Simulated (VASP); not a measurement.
Runs of VASP 6.6.1 on Ga. The structure is that of space group Cmcm (No. 63), or close to it. The cells are those of the table. 

```tsv
level	potentials or basis	cell	further INCAR settings	gap on the mesh (eV)	pressure (GPa)	largest force (eV/Å)
LDA	VASP PAW LDA potentials, release 64 (Ga_d)	a = 4.470, b = 4.470, c = 4.488 Å, angles 90.0, 90.0, 62.7°, 4 atoms	ALGO = Fast; EDIFF = 1e-06; NBANDS = 34	none	-2.2	(b)
PBEsol	VASP PAW PBE potentials, release 64 (Ga_d)	a = 4.529, b = 4.529, c = 4.547 Å, angles 90.0, 90.0, 62.7°, 4 atoms	ALGO = Fast; EDIFF = 1e-06; NBANDS = 34	none	-2.2	0.02
PBEsol	VASP PAW PBE potentials, release 64 (Ga_d)	a = 4.470, b = 4.470, c = 4.488 Å, angles 90.0, 90.0, 62.7°, 4 atoms	ALGO = Fast; EDIFF = 1e-07; NBANDS = 34	none	-0.1	0.03
PBEsol	VASP PAW PBE potentials, release 64 (Ga_d)	a = 4.379, b = 4.379, c = 4.397 Å, angles 90.0, 90.0, 62.7°, 4 atoms	ALGO = Fast; EDIFF = 1e-06; NBANDS = 34	none	4.0	(a)
PBEsol	VASP PAW PBE potentials, release 64 (Ga_d)	a = 4.470, b = 4.470, c = 4.488 Å, angles 90.0, 90.0, 62.7°, 4 atoms	ALGO = Fast; EDIFF = 1e-06; NBANDS = 34	none	-0.2	0.03
```

Alike in all rows: task single point; no spin polarisation; k mesh 7 × 7 × 6; cutoff (eV) 520; smearing fermi-dirac 0.05 eV.

Estimate the missing entries.

(a) 0.07; (b) 0.04.

Caveats: the PAW data sets were made with another functional, which shifts forces and pressure a little (some runs).

A k mesh can miss the band edges, and the runs leave out spin-orbit coupling on Ga.

A gap of «none» marks levels without a gap at the run's occupations.
